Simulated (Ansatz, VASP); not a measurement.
**Two plane-wave programs on ZnO**

The input INCAR:

```
SYSTEM = ZnO
ALGO = Normal ; EDIFF = 1E-6
EDIFFG = -0.03 ; ENCUT = 600
GGA = RP ; IBRION = 2
ISIF = 3 ; ISMEAR = 0
LASPH = .TRUE. ; LCHARG = .FALSE.
LREAL = .FALSE. ; LWAVE = .FALSE.
NELM = 80 ; NSW = 80
PREC = Accurate ; SIGMA = 0.01
```

The input KPOINTS:

```
k-points
0
G
  12 12 4
  0 0 0
```

The input POSCAR:

```
ZnO
1.0
    3.2493080000      0.0000000000      0.0000000000
   -1.6246540000      2.8139832700      0.0000000000
    0.0000000000      0.0000000000      5.2057090000
Zn O
2 2
Direct
    0.3333333333      0.6666666667      0.5000000000
    0.6666666667      0.3333333333      0.0000000000
    0.6666666667      0.3333333333      0.3790100000
    0.3333333333      0.6666666667      0.8790100000
```

Input for Ansatz:

```yaml
crystal:
  lattice:
    - [3.249308, 0.0, 0.0]
    - [-1.624654, 2.81398327, 0.0]
    - [0.0, 0.0, 5.205709]
  atoms:
    - { symbol: Zn, position: [0.33333333333333326, 0.6666666666666666, 0.5] }
    - { symbol: Zn, position: [0.6666666666666666, 0.3333333333333333, 0.0] }
    - { symbol: O, position: [0.6666666666666666, 0.3333333333333333, 0.37901] }
    - { symbol: O, position: [0.33333333333333326, 0.6666666666666666, 0.8790099999999998] }
basis:
  ecutwfc: 450.0
kpoints:
  mp_grid:
    grid: [12, 12, 4]
hamiltonian:
  xc: rpbe
  dispersion: none
scf:
  occupations:
    method: fixed
relax:
  f_tol: 0.03
  cell: {}
```

Alike in both runs: task relaxation of cell and atoms; functional RPBE; k mesh 12 × 12 × 4; no spin polarisation.

|  | VASP | Ansatz |
| --- | --- | --- |
| version | VASP 6.6.1 | Ansatz 0.2.0 |
| potentials or method | VASP PAW PBE potentials, release 64 (Zn, O), cutoff 600 eV | plane waves, PAW |
| occupations | gaussian, width 0.01 eV | fixed |
| valence electrons in the cell | 36 | 36 |

```csv
,VASP,Ansatz,Ansatz less VASP
relaxed volume (Å³/atom),12.84,12.76,-0.079
relaxed cell length with the largest relative difference (Å),3.328,3.318,-0.0099
```

VASP's potentials were made for PBE, not for RPBE.
